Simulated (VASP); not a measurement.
# CsC16 (P6/mmm) in VASP: a series of runs

CsC16 is run at these levels: PBE+D3(BJ); tasks: single point.

Program: VASP 6.6.1. These are calculated values, not measurements. Logs are shortened: lines on timing, memory, paths and dates and some standing lists are left out, and cuts for length are marked.

**1. The cell of the first run**

It takes space group P6/mmm (No. 191, hexagonal). Conventional cell: a = 4.945 Å, b = 4.945 Å, c = 9.329 Å, α = 90.00°, β = 90.00°, γ = 120.00°. Cs (site symmetry 6/mmm) has 24 C at 3.31 to 4.12 Å within 4.4 Å. C (site symmetry m) has 3 C at 1.43 Å within 1.9 Å. Within 1.9 Å of C (site symmetry 3m) lie 3 C at 1.43 Å.

**2. Single point, PBE+D3(BJ), collinear spin**

Input file INCAR:

```
SYSTEM = CsC16
PREC = Accurate ; ENCUT = 520
EDIFF = 1E-6 ; ISMEAR = 0
SIGMA = 0.1 ; LREAL = Auto
LASPH = .TRUE. ; NELM = 150
ALGO = Normal ; ISIF = 2
LWAVE = .FALSE. ; LCHARG = .TRUE.
ISPIN = 2 ; MAGMOM = 0 1 1 1 1 1 1 1 1 1 1 1 1 1 1 1 1
LORBIT = 11 ; GGA = PE
IVDW = 12 ; LELF = .TRUE.
LVHAR = .TRUE. ; NBANDS = 54
```

Input file KPOINTS:

```
regular mesh
0
G
  6 6 2
  0 0 0
```

Input file POSCAR:

```
CsC16
1.0
    4.9445026461      0.0000000000      0.0000000000
   -2.4722513231      4.2820649006      0.0000000000
    0.0000000000      0.0000000000      9.3292921791
Cs C
1 16
Direct
    0.0000000000      0.0000000000      0.0000000000
    0.3332747236      0.1666373618      0.6800344014
    0.3333333333      0.6666666667      0.6817755169
    0.8333626382      0.1666373618      0.6800344014
    0.8333626382      0.6667252764      0.6800344014
    0.1666373618      0.3332747236      0.6800344014
    0.1666373618      0.8333626382      0.6800344014
    0.6666666667      0.3333333333      0.6817755169
    0.6667252764      0.8333626382      0.6800344014
    0.3332747236      0.1666373618      0.3199655986
    0.3333333333      0.6666666667      0.3182244831
    0.8333626382      0.1666373618      0.3199655986
    0.8333626382      0.6667252764      0.3199655986
    0.1666373618      0.3332747236      0.3199655986
    0.1666373618      0.8333626382      0.3199655986
    0.6666666667      0.3333333333      0.3182244831
    0.6667252764      0.8333626382      0.3199655986
```

Potentials or basis: VASP PAW PBE potentials, release 64 (Cs_sv, C).

Started as:

```bash
$ cat potpaw_PBE.64/Cs_sv/POTCAR potpaw_PBE.64/C/POTCAR > POTCAR
$ mpirun -np 1 vasp_std > vasp.out
```

OUTCAR:

```text
SYSTEM = CsC16
   PREC = Accurate
   ENCUT = 520
   EDIFF = 1E-6
   ISMEAR = 0
   LREAL = Auto
   LASPH = .TRUE.
   NELM = 150
   ISIF = 2
   ISPIN = 2
   LORBIT = 11
   GGA = PE
   IVDW = 12
 IVDW          = 12

 ion  position               nearest neighbor table
   1  0.000  0.000  0.000-
   2  0.333  0.167  0.680-   7 1.43   6 1.43   8 1.43
   3  0.333  0.667  0.682-   7 1.43   9 1.43   6 1.43
   4  0.833  0.167  0.680-   6 1.43   9 1.43   8 1.43
   5  0.833  0.667  0.680-   7 1.43   9 1.43   8 1.43
   6  0.167  0.333  0.680-   4 1.43   2 1.43   3 1.43
   7  0.167  0.833  0.680-   5 1.43   2 1.43   3 1.43
[... 8 lines left out ...]
  16  0.667  0.333  0.318-  12 1.43  10 1.43  13 1.43
  17  0.667  0.833  0.320-  12 1.43  13 1.43  11 1.43

  LATTYP: Found a hexagonal cell.
 ALAT       =     4.9445026461
 C/A-ratio  =     1.8868009276

  Lattice vectors:

 A1 = (   4.9445026461,   0.0000000000,   0.0000000000)
 A2 = (  -2.4722513231,   4.2820649006,   0.0000000000)
 A3 = (   0.0000000000,   0.0000000000,   9.3292921791)

Analysis of symmetry for initial positions (statically):
=====================================================================
 Subroutine PRICEL returns:
 Original cell was already a primitive cell.

 Routine SETGRP: Setting up the symmetry group for a
 hexagonal supercell.

 Subroutine GETGRP returns: Found 24 space group operations
 (whereof 24 operations were pure point group operations)
 out of a pool of 24 trial point group operations.

The static configuration has the point symmetry D_6h.

Analysis of symmetry for dynamics (positions and initial velocities):
=====================================================================
 Subroutine PRICEL returns:
 Original cell was already a primitive cell.

 Routine SETGRP: Setting up the symmetry group for a
 hexagonal supercell.

 Subroutine GETGRP returns: Found 24 space group operations
 (whereof 24 operations were pure point group operations)
 out of a pool of 24 trial point group operations.

The dynamic configuration has the point symmetry D_6h.

Analysis of structural, dynamic, and magnetic symmetry:
=====================================================================
 Subroutine PRICEL returns:
 Original cell was already a primitive cell.

 Routine SETGRP: Setting up the symmetry group for a
 hexagonal supercell.

 Subroutine GETGRP returns: Found 24 space group operations
 (whereof 24 operations were pure point group operations)
 out of a pool of 24 trial point group operations.

The overall configuration has the point symmetry D_6h.

 Subroutine INISYM returns: Found 24 space group operations
 (whereof 24 operations are pure point group operations),
 and found     1 'primitive' translations

----------------------------------------------------------------------------------------

                                     Primitive cell

  volume of cell :     197.5261

  direct lattice vectors                    reciprocal lattice vectors
     4.944502646  0.000000000  0.000000000     0.202244810  0.116766096  0.000000000
    -2.472251323  4.282064901  0.000000000     0.000000000  0.233532191  0.000000000
     0.000000000  0.000000000  9.329292179     0.000000000  0.000000000  0.107189268

  length of vectors
     4.944502646  4.944502646  9.329292179     0.233532191  0.233532191  0.107189268

  position of ions in fractional coordinates (direct lattice)
     0.000000000  0.000000000  0.000000000
     0.333274724  0.166637362  0.680034401
     0.333333333  0.666666667  0.681775517
     0.833362638  0.166637362  0.680034401
     0.833362638  0.666725276  0.680034401
     0.166637362  0.333274724  0.680034401
[... 9 lines left out ...]
     0.666666667  0.333333333  0.318224483
     0.666725276  0.833362638  0.319965599

  ion indices of the primitive-cell ions
   primitive index   ion index
                 1           1
                 2           2
                 3           3
                 4           4
                 5           5
                 6           6
[... 9 lines left out ...]
[... 53 lines left out ...]

 val. band max:        4.8921315543   @ k =   0.3333   0.1667   0.5000
 cond. band min:       5.0136470893   @ k =   0.0000   0.0000   0.0000
 fundamental gap:      0.1215155350
 Fermi energy:         4.9169330318

 spin component 1

 k-point     1 :       0.0000    0.0000    0.0000
  band No.  band energies     occupation
      1     -18.6806      1.00000
      2     -15.4338      1.00000
      3     -15.3203      1.00000
      4     -10.2319      1.00000
      5     -10.2319      1.00000
      6     -10.1723      1.00000
[... 40 lines left out ...]
     47      10.1895      0.00000
     48      10.1895      0.00000
[... 661 lines left out ...]
     47      10.4032      0.00000
     48      10.4032      0.00000
 Fermi energy:         4.9169330318

 spin component 2

 k-point     1 :       0.0000    0.0000    0.0000
  band No.  band energies     occupation
      1     -18.6806      1.00000
      2     -15.4338      1.00000
      3     -15.3203      1.00000
      4     -10.2319      1.00000
      5     -10.2319      1.00000
      6     -10.1723      1.00000
[... 40 lines left out ...]
     47      10.1895      0.00000
     48      10.1895      0.00000
[... 661 lines left out ...]
     47      10.4032      0.00000
     48      10.4032      0.00000
 [bands above 48 left out]

------------------------ aborting loop because EDIFF is reached ----------------------------------------

 Edisp (eV)   -2.07922

 E8    (eV) :    -0.7040

  FORCE on cell =-STRESS in cart. coord.  units (eV):
  Direction    XX          YY          ZZ          XY          YZ          ZX
  --------------------------------------------------------------------------------------
  -------------------------------------------------------------------------------------
  Total       0.54573     0.54573     0.55702    -0.00000     0.00000     0.00000
  in kB       4.42655     4.42655     4.51808    -0.00000     0.00000     0.00000
  external pressure =        4.46 kB  Pullay stress =        0.00 kB

 VOLUME and BASIS-vectors are now :
 -----------------------------------------------------------------------------
  energy-cutoff  :      520.00
  volume of cell :      197.53
      direct lattice vectors                 reciprocal lattice vectors
     4.944502646  0.000000000  0.000000000     0.202244810  0.116766096  0.000000000
    -2.472251323  4.282064901  0.000000000     0.000000000  0.233532191  0.000000000
     0.000000000  0.000000000  9.329292179     0.000000000  0.000000000  0.107189268

 POSITION                                       TOTAL-FORCE (eV/Angst)
 -----------------------------------------------------------------------------------
      0.00000      0.00000      0.00000        -0.000000      0.000000      0.000000
      1.23591      0.71355      6.34424         0.001920      0.001109     -0.011506
     -0.00000      2.85471      6.36048        -0.000000      0.000000      0.014928
      3.70859      0.71355      6.34424        -0.001920      0.001109     -0.011506
      2.47225      2.85496      6.34424         0.000000     -0.002217     -0.011506
     -0.00000      1.42710      6.34424        -0.000000      0.002217     -0.011506
[... 9 lines left out ...]
      2.47225      1.42735      2.96881        -0.000000      0.000000     -0.014928
      1.23634      3.56851      2.98505        -0.001920     -0.001109      0.011506
 -----------------------------------------------------------------------------------
    total drift:                                0.000000      0.000000      0.000000

  FREE ENERGIE OF THE ION-ELECTRON SYSTEM (eV)
  ---------------------------------------------------
  free  energy   TOTEN  =      -150.9161652458 eV

  energy  without entropy=     -150.8901140836  energy(sigma->0) =     -150.90313966

 total charge

# of ion       s       p       d       tot
------------------------------------------
    1        1.832   4.701   0.052   6.585
    2        0.859   1.789   0.000   2.648
    3        0.859   1.786   0.000   2.644
    4        0.859   1.789   0.000   2.648
    5        0.859   1.789   0.000   2.648
    6        0.859   1.789   0.000   2.648
[... 9 lines left out ...]
   16        0.859   1.786   0.000   2.644
   17        0.859   1.789   0.000   2.648
--------------------------------------------------
tot         15.578  33.312   0.052  48.941

 magnetization (x)

# of ion       s       p       d       tot
------------------------------------------
    1        0.000   0.000  -0.000   0.000
    2       -0.000  -0.000   0.000  -0.000
    3       -0.000  -0.000   0.000  -0.000
    4       -0.000  -0.000   0.000  -0.000
    5       -0.000  -0.000   0.000  -0.000
    6       -0.000  -0.000   0.000  -0.000
[... 9 lines left out ...]
   16       -0.000  -0.000   0.000  -0.000
   17       -0.000  -0.000   0.000  -0.000
--------------------------------------------------
tot         -0.000  -0.000  -0.000  -0.000
```

Wall time 8.8 min (1 thread of Intel Xeon Platinum 8375C at 2.90GHz (Ice Lake), shared host); peak memory 0.5 GiB.

Results:

```
Free energy                                           : -150.9162 eV
Pressure                                              : 0.4 GPa
Largest force                                         : 0.015 eV/Å
Net moment                                            : 0.00 μB per cell
Valence electrons inside the program's atomic spheres : Cs 6.58; C 2.65, 2.64 (each value once)
Dispersion energy per atom                            : -0.122 eV
```

Forces on the atoms (eV/Å):
```
Cs   0.000  0.000  0.000
C    0.002  0.001 -0.012
C    0.000  0.000  0.015
C   -0.002  0.001 -0.012
C    0.000 -0.002 -0.012
C    0.000  0.002 -0.012
C    0.002 -0.001 -0.012
C    0.000  0.000  0.015
C   -0.002 -0.001 -0.012
C    0.002  0.001  0.012
C    0.000  0.000 -0.015
C   -0.002  0.001  0.012
C    0.000 -0.002  0.012
C    0.000  0.002  0.012
C    0.002 -0.001  0.012
C    0.000  0.000 -0.015
C   -0.002 -0.001  0.012
```

Levels at points of the mesh, in eV from the Fermi level:
Spin up:
```
           k point  band 34  band 35  band 36  band 37  band 38  band 39  band 40  band 41
(0.00, 0.00, 0.00)    -3.11    -3.11    -2.90    -0.45     0.10     0.10     0.62     1.07
(0.50, 0.00, 0.00)    -4.02    -3.46    -3.22     1.32     1.48     1.54     1.98     2.12
(0.00, 0.00, 0.50)    -2.92    -2.92    -2.92    -0.17     0.25     0.25     0.36     0.79
(0.50, 0.00, 0.50)    -3.96    -3.37    -3.26     1.44     1.46     1.55     2.02     2.07
```
Spin down:
| k point | band 33 | band 34 | band 35 | band 36 | band 37 | band 38 | band 39 | band 40 | band 41 | band 42 |
| --- | --- | --- | --- | --- | --- | --- | --- | --- | --- | --- |
| (0.00, 0.00, 0.00) | -3.58 | -3.11 | -3.11 | -2.90 | -0.45 | 0.10 | 0.10 | 0.62 | 1.07 | 1.07 |
| (0.50, 0.00, 0.00) | -4.08 | -4.02 | -3.46 | -3.22 | 1.32 | 1.48 | 1.54 | 1.98 | 2.12 | 3.02 |
| (0.00, 0.00, 0.50) | -3.57 | -2.92 | -2.92 | -2.92 | -0.17 | 0.25 | 0.25 | 0.36 | 0.79 | 0.79 |
| (0.50, 0.00, 0.50) | -4.18 | -3.96 | -3.37 | -3.26 | 1.44 | 1.46 | 1.55 | 2.02 | 2.07 | 3.05 |

Caveat: spin-orbit coupling is left out, which moves the levels of the heavy elements.

**3. Single point, PBE+D3(BJ)**

This run uses another cell than the first one, of 10.36 Å³/atom.

Input file INCAR:

```
SYSTEM = CsC16
PREC     = Accurate       ! precision mode
ENCUT    = 520            ! plane-wave cutoff, eV
EDIFF    = 1E-6           ! SCF threshold, eV
ISMEAR   = 0              ! smearing method
SIGMA    = 0.1            ! smearing width, eV
LREAL    = Auto         
LASPH    = .TRUE.         ! aspherical terms in the spheres
NELM     = 80             ! most SCF steps
ALGO     = Normal         ! electronic algorithm
ISIF     = 2              ! what is computed and relaxed
LWAVE    = .FALSE.        ! write WAVECAR
LCHARG   = .TRUE.         ! write CHGCAR
GGA      = PE             ! functional
IVDW     = 12             ! dispersion correction
LELF     = .TRUE.         ! ELF
LVHAR    = .TRUE.       
NBANDS   = 50             ! bands
```

Input file KPOINTS:

```
Automatic mesh
0
G
  6 6 2
  0 0 0
```

Input file POSCAR:

```
CsC16
1.0
    4.9120360200      0.0000000000      0.0000000000
   -2.4560180100      4.2539479800      0.0000000000
    0.0000000000      0.0000000000      8.4266116500
Cs C
1 16
Direct
    0.0000000000      0.0000000000      0.0000000000
    0.3333333300      0.1666666700      0.7118289100
    0.3333333300      0.6666666700      0.7118289100
    0.8333333300      0.1666666700      0.7118289100
    0.8333333300      0.6666666700      0.7118289100
    0.1666666700      0.3333333300      0.7118289100
    0.1666666700      0.8333333300      0.7118289100
    0.6666666700      0.3333333300      0.7118289100
    0.6666666700      0.8333333300      0.7118289100
    0.3333333300      0.1666666700      0.2881710900
    0.3333333300      0.6666666700      0.2881710900
    0.8333333300      0.1666666700      0.2881710900
    0.8333333300      0.6666666700      0.2881710900
    0.1666666700      0.3333333300      0.2881710900
    0.1666666700      0.8333333300      0.2881710900
    0.6666666700      0.3333333300      0.2881710900
    0.6666666700      0.8333333300      0.2881710900
```

Potentials or basis: VASP PAW PBE potentials, release 64 (Cs_sv, C).

Started as:

```bash
$ cat potpaw_PBE.64/Cs_sv/POTCAR potpaw_PBE.64/C/POTCAR > POTCAR
$ mpirun -np 1 vasp_std > vasp.out
```

Run time: 4.5 min. Hardware: 1 thread of Oxide Virtual Turin-like, shared host; peak memory 0.31 GiB.

It converged, with:

```yaml
Free_energy: -148.9753 eV
Pressure: 11.4 GPa
Largest_force: 0.857 eV/Å
Band_gap_on_the_k_mesh: zero (an odd number of electrons rules out a gap without spin polarisation)
Dispersion_energy_per_atom: -0.131 eV
```

Forces on the atoms (eV/Å):
```
Cs   0.000  0.000  0.000
C    0.232  0.134 -0.814
C    0.000  0.000  0.134
C   -0.232  0.134 -0.814
C    0.000 -0.268 -0.814
C    0.000  0.268 -0.814
C    0.232 -0.134 -0.814
C    0.000  0.000  0.134
C   -0.232 -0.134 -0.814
C    0.232  0.134  0.814
C    0.000  0.000 -0.134
C   -0.232  0.134  0.814
C    0.000 -0.268  0.814
C    0.000  0.268  0.814
C    0.232 -0.134  0.814
C    0.000  0.000 -0.134
C   -0.232 -0.134  0.814
```

Stress tensor (GPa, compression positive):
```
 7.78  0.00  0.00
 0.00  7.78  0.00
 0.00  0.00 18.57
```

Levels at points of the mesh, in eV from the Fermi level:
| k point | band 32 | band 33 | band 34 | band 35 | band 36 | band 37 | band 38 | band 39 | band 40 | band 41 |
| --- | --- | --- | --- | --- | --- | --- | --- | --- | --- | --- |
| (0.00, 0.00, 0.00) | -3.54 | -3.54 | -3.18 | -3.18 | -3.02 | -0.30 | -0.11 | -0.11 | 0.88 | 0.88 |
| (0.50, 0.00, 0.00) | -5.10 | -4.10 | -3.88 | -3.56 | -2.95 | 1.32 | 1.61 | 1.75 | 1.94 | 2.63 |
| (0.00, 0.00, 0.50) | -3.83 | -3.49 | -3.11 | -2.71 | -2.71 | 0.10 | 0.31 | 0.31 | 0.35 | 0.35 |
| (0.50, 0.00, 0.50) | -5.67 | -4.36 | -3.60 | -3.49 | -3.02 | 1.39 | 1.57 | 1.64 | 1.98 | 2.86 |

Caveat: the k points lie up to 0.37 Å⁻¹ apart, too coarse for converged energies and pressures of a metal; spin-orbit coupling is left out, which moves the levels of the heavy elements.

**4. Single point, PBE+D3(BJ)**

Input file INCAR:

```
PREC = Accurate ; ENCUT = 520
EDIFF = 1E-7 ; ISMEAR = 0
SIGMA = 0.1 ; LREAL = Auto
LASPH = T ; NELM = 60
ALGO = Normal ; ISIF = 2
LWAVE = F ; LCHARG = T
GGA = PE ; IVDW = 12
LELF = T ; LVHAR = T
NBANDS = 50
```

Input file KPOINTS:

```
regular mesh
0
Gamma
  6 6 2
```

Input file POSCAR:

```
CsC16
1.0
    4.9445026461      0.0000000000      0.0000000000
   -2.4722513231      4.2820649006      0.0000000000
    0.0000000000      0.0000000000      9.3292921791
Cs C
1 16
Direct
    0.0000000000      0.0000000000      0.0000000000
    0.3332747236      0.1666373618      0.6800344014
    0.3333333333      0.6666666667      0.6817755169
    0.8333626382      0.1666373618      0.6800344014
    0.8333626382      0.6667252764      0.6800344014
    0.1666373618      0.3332747236      0.6800344014
    0.1666373618      0.8333626382      0.6800344014
    0.6666666667      0.3333333333      0.6817755169
    0.6667252764      0.8333626382      0.6800344014
    0.3332747236      0.1666373618      0.3199655986
    0.3333333333      0.6666666667      0.3182244831
    0.8333626382      0.1666373618      0.3199655986
    0.8333626382      0.6667252764      0.3199655986
    0.1666373618      0.3332747236      0.3199655986
    0.1666373618      0.8333626382      0.3199655986
    0.6666666667      0.3333333333      0.3182244831
    0.6667252764      0.8333626382      0.3199655986
```

Started as:

```bash
$ cat potpaw_PBE.64/Cs_sv/POTCAR potpaw_PBE.64/C/POTCAR > POTCAR
$ mpirun -np 1 vasp_std > vasp.out
```

It took 3.9 min on 1 thread of Oxide Virtual Turin-like, shared host; peak memory 0.32 GiB.

Results (log left out):

```yaml
Free_energy: -150.9162 eV
Pressure: 0.4 GPa
Largest_force: 0.015 eV/Å
Band_gap_on_the_k_mesh: zero (an odd number of electrons rules out a gap without spin polarisation)
Dispersion_energy_per_atom: -0.122 eV
```

Forces in eV/Å, atoms in the order of the input:
```
Cs   0.000  0.000  0.000
C    0.002  0.001 -0.012
C    0.000  0.000  0.015
C   -0.002  0.001 -0.012
C    0.000 -0.002 -0.012
C    0.000  0.002 -0.012
C    0.002 -0.001 -0.012
C    0.000  0.000  0.015
C   -0.002 -0.001 -0.012
C    0.002  0.001  0.012
C    0.000  0.000 -0.015
C   -0.002  0.001  0.012
C    0.000 -0.002  0.012
C    0.000  0.002  0.012
C    0.002 -0.001  0.012
C    0.000  0.000 -0.015
C   -0.002 -0.001  0.012
```

Levels at points of the mesh, in eV from the Fermi level:
```
           k point  band 34  band 35  band 36  band 37  band 38  band 39  band 40  band 41
(0.00, 0.00, 0.00)    -3.11    -3.11    -2.90    -0.45     0.10     0.10     0.62     1.07
(0.50, 0.00, 0.00)    -4.02    -3.46    -3.22     1.32     1.48     1.54     1.98     2.12
(0.00, 0.00, 0.50)    -2.92    -2.92    -2.92    -0.17     0.25     0.25     0.36     0.79
(0.50, 0.00, 0.50)    -3.96    -3.37    -3.26     1.44     1.46     1.55     2.02     2.07
```

Caveat: spin-orbit coupling is left out, which moves the levels of the heavy elements.

**5. Summary**

| spin | cell | gap on the mesh (eV) | pressure (GPa) | largest force (eV/Å) |
| --- | --- | --- | --- | --- |
| collinear | a = 4.945, b = 4.945, c = 9.329 Å, angles 90.0, 90.0, 120.0°, 17 atoms, atomic positions A | none | 0.4 | 0.01 |
| off | a = 4.912, b = 4.912, c = 8.427 Å, angles 90.0, 90.0, 120.0°, 17 atoms, atomic positions B | none | 11.4 | 0.86 |
| off | a = 4.945, b = 4.945, c = 9.329 Å, angles 90.0, 90.0, 120.0°, 17 atoms, atomic positions A | none | 0.4 | 0.01 |

Alike in all rows: task single point; level PBE+D3(BJ); potentials or basis VASP PAW PBE potentials, release 64 (Cs_sv, C); k mesh 6 × 6 × 2; cutoff (eV) 520; smearing gaussian 0.1 eV.

Caveats: some runs use coarse meshes; spin-orbit coupling is left out, which moves the levels of the heavy elements.

Total energies depend on the potentials used, so only differences within one code and one set of settings carry meaning.
